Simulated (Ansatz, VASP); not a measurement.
# SiNi: VASP beside Ansatz

```
Si Ni
1.0
     3.13167    0.00000    0.00000
     0.00000    3.17686    0.00000
     0.00000    0.00000    4.70939
Si Ni
2 2
Direct
  0.50000 0.50000 0.84318
  0.00000 0.00000 0.15682
  0.50000 0.50000 0.34231
  0.00000 0.00000 0.65769
```

Change from the starting cell: strain +0.0250 x Voigt [1, -1, 0, 0, 0, 0], atoms carried along.

Alike in both runs: task single point; functional PBE; k mesh 16 × 14 × 10; occupations gaussian, width 0.15 eV; no spin polarisation.

|  | VASP | Ansatz |
| --- | --- | --- |
| version | VASP 6.6.1 | Ansatz 0.2.0 |
| potentials or method | VASP PAW PBE potentials, release 64 (Si, Ni), cutoff 520 eV | scalar-relativistic, plane waves, PAW |
| valence electrons in the cell | 28 | 44 |

```tsv
	VASP	Ansatz	Ansatz less VASP
gap on the k mesh at the Fermi level (eV)	none	none	-
pressure (GPa)	0.4	0.3	-0.14
traceless stress, the component that is largest in VASP (GPa)	-0.15	-0.06	+0.096
rms of the force components (eV/Å)	0.012	0.009	-0.0029
```

Atom by atom the forces differ by 0.003 eV/Å (rms over components). A gap of «none» marks a metal or a gap that the smearing closes. With one functional, cell and mesh, what is left measures potentials, basis and numerics. VASP's potentials hold 28 valence electrons a cell and Ansatz's 44, so a difference there can come from the potentials and not from the codes.
